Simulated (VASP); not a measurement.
A run of VASP 6.6.1 is set up as follows.

File INCAR:

```
PREC     = Accurate       # precision mode
ENCUT    = 520            # plane-wave cutoff, eV
EDIFF    = 1E-7           # SCF threshold, eV
ISMEAR   = -5             # smearing method
SIGMA    = 0.05           # smearing width, eV
LREAL    = F              # projectors in reciprocal space
LASPH    = T              # aspherical terms in the spheres
NELM     = 100            # most SCF steps
ALGO     = Normal         # electronic algorithm
ISIF     = 2              # what is computed and relaxed
LWAVE    = F              # write WAVECAR
LCHARG   = F              # write CHGCAR
GGA      = B5             # functional
ALDAX    = 1.0          
AGGAX    = 1.0          
AGGAC    = 1.0          
ALDAC    = 0.0          
IVDW     = 12             # dispersion correction
VDW_S6   = 1.0          
VDW_S8   = 2.6996       
VDW_A1   = 0.4298       
VDW_A2   = 4.2359       
NBANDS   = 9              # bands
```

KPOINTS

```
regular mesh
0
Gamma
  9 9 9
```

File POSCAR:

```
Se
1.0
    2.8105630200      0.0000000000      0.0000000000
    0.0000000000      2.8105630200      0.0000000000
    0.0000000000      0.0000000000      2.8105630200
Se
1
Direct
    0.0000000000      0.0000000000      0.0000000000
```

Potentials or basis: VASP PAW PBE potentials, release 64 (Se).

Launch:

```console
$ cat potpaw_PBE.64/Se/POTCAR > POTCAR
$ mpirun -np 1 vasp_std > vasp.out
```

Estimate the band gap on the k mesh.

zero (band 3 reaches 8.08 eV, above the bottom of band 4 at 2.06 eV).

Predict the dispersion energy per atom.

-0.881 eV.

Estimate the pressure.

0.7 GPa.

Caveat: the PAW data sets were made with another functional, which shifts forces and pressure a little; pairwise dispersion overbinds metals, which lowers pressure and volume; tetrahedron occupations give inexact forces and stress in metals.
